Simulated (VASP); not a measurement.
Runs of VASP 6.6.1 on K3LuN2. The structure is that of space group P-6m2 (No. 187), or close to it. The cells are those of the table. 

| task | cell | k mesh | cutoff (eV) | gap on the mesh (eV) | pressure (GPa) | relaxed volume (Å³/atom) | largest force (eV/Å) |
| --- | --- | --- | --- | --- | --- | --- | --- |
| single point | a = 4.532, b = 4.532, c = 9.004 Å, angles 90.0, 90.0, 120.0°, 6 atoms | 6 × 6 × 2 | 520 | none | -3.4 | - | 1.46 |
| single point | a = 4.438, b = 4.438, c = 6.804 Å, angles 90.0, 90.0, 120.0°, 6 atoms | 6 × 6 × 4 | 520 | none | 0.4 | - | 0.04 |
| relaxation of cell and atoms | relaxed from a = 4.438, b = 4.438, c = 6.804 Å, angles 90.0, 90.0, 120.0°, 6 atoms | 6 × 6 × 4 | 600 | none | 0.1 | 19.46 | 0.01 |
| single point | a = 4.428, b = 4.428, c = 6.823 Å, angles 90.0, 90.0, 120.0°, 6 atoms | 12 × 12 × 6 | 520 | none | (b) | - | 0.01 |
| single point | a = 4.438, b = 4.438, c = 6.804 Å, angles 90.0, 90.0, 120.0°, 6 atoms | 6 × 6 × 2 | 520 | 0.10 | 0.4 | - | 0.02 |
| relaxation of cell and atoms | relaxed from a = 4.532, b = 4.532, c = 9.004 Å, angles 90.0, 90.0, 120.0°, 6 atoms | 6 × 6 × 2 | 600 | 0.06 | -0.1 | (a) | 0.02 |

Alike in all rows: level PBE; potentials or basis VASP PAW PBE potentials, release 64 (K_sv, Lu, N); no spin polarisation; smearing gaussian 0.1 eV.

Task: Fill in the values left out.

Result: (a) 19.53; (b) 0.5.

Caveats: some runs use coarse meshes; spin-orbit coupling is left out, which moves the levels of the heavy elements; forces of over 1 eV/Å act on the atoms, so gaps and moduli don't describe the material at rest (some runs); the volume moved by over 15 % at a fixed basis, so the end points are rough (some runs).

A k mesh can miss the band edges, and the runs leave out spin-orbit coupling on Lu.

A gap of «none» marks levels without a gap at the run's occupations.
